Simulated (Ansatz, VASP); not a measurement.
**Two plane-wave programs on BN**

```
B N
1.0
     2.50612    0.00000    0.00000
    -1.25306    2.17037    0.00000
     0.00000    0.00000    6.59736
B N
2 2
Direct
  0.88942 0.77884 0.44179
  0.33333 0.66667 0.00000
  0.00000 0.00000 0.00000
  0.66667 0.33333 0.50000
```

Alike in both runs: task single point; functional PBE; dispersion D3(BJ); k mesh 12 × 12 × 4; occupations gaussian, width 0.05 eV; no spin polarisation.

```csv
,VASP,Ansatz
version,VASP 6.6.1,Ansatz 0.2.0
potentials or method,"VASP PAW PBE potentials, release 64 (B, N), cutoff 520 eV","scalar-relativistic, plane waves, PAW"
valence electrons in the cell,16,16
```

Ansatz gave:

| Quantity | Value |
| --- | --- |
| gap on the k mesh at the Fermi level (eV) | 1.19 |
| least direct gap on the mesh (eV) | 2.40 |
| rms of the force components (eV/Å) | 15.878 |

**Question.** What did VASP give for the same quantities?

**Answer.** gap on the k mesh at the Fermi level (eV): 1.18; least direct gap on the mesh (eV): 2.39; rms of the force components (eV/Å): 16.329.

Atom by atom the forces differ by 0.457 eV/Å (rms over components).
